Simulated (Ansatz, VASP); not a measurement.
CdBr6 in VASP and in Ansatz

```
CELL_PARAMETERS angstrom
-4.12486 4.12486 4.12486
4.12486 -4.12486 4.12486
4.12486 4.12486 -4.12486
ATOMIC_POSITIONS crystal
Cd 0.00000 0.00000 0.00000
Br 0.00000 0.32507 0.32507
Br 0.00000 0.67493 0.67493
Br 0.32507 0.00000 0.32507
Br 0.67493 0.00000 0.67493
Br 0.32507 0.32507 0.00000
Br 0.67493 0.67493 0.00000
```

Alike in both runs: task single point; functional PBE; k mesh 4 × 4 × 4; occupations gaussian, width 0.1 eV; no spin polarisation.

```csv
,VASP,Ansatz
version,VASP 6.6.1,Ansatz 0.2.0
potentials or method,"VASP PAW PBE potentials, release 64 (Cd, Br), cutoff 520 eV","scalar-relativistic, plane waves, PAW"
valence electrons in the cell,54,62
```

Ansatz gave:

```
gap on the k mesh at the Fermi level (eV) : none
pressure (GPa)                            : -0.8
rms of the force components (eV/Å)        : 0.338
```

Q: Which values does VASP return?

A: gap on the k mesh at the Fermi level (eV): none; pressure (GPa): -0.7; rms of the force components (eV/Å): 0.360.

Atom by atom the forces differ by 0.022 eV/Å (rms over components). A gap of «none» marks a metal or a gap that the smearing closes. VASP's potentials hold 54 valence electrons a cell and Ansatz's 62, so a difference there can come from the potentials and not from the codes.
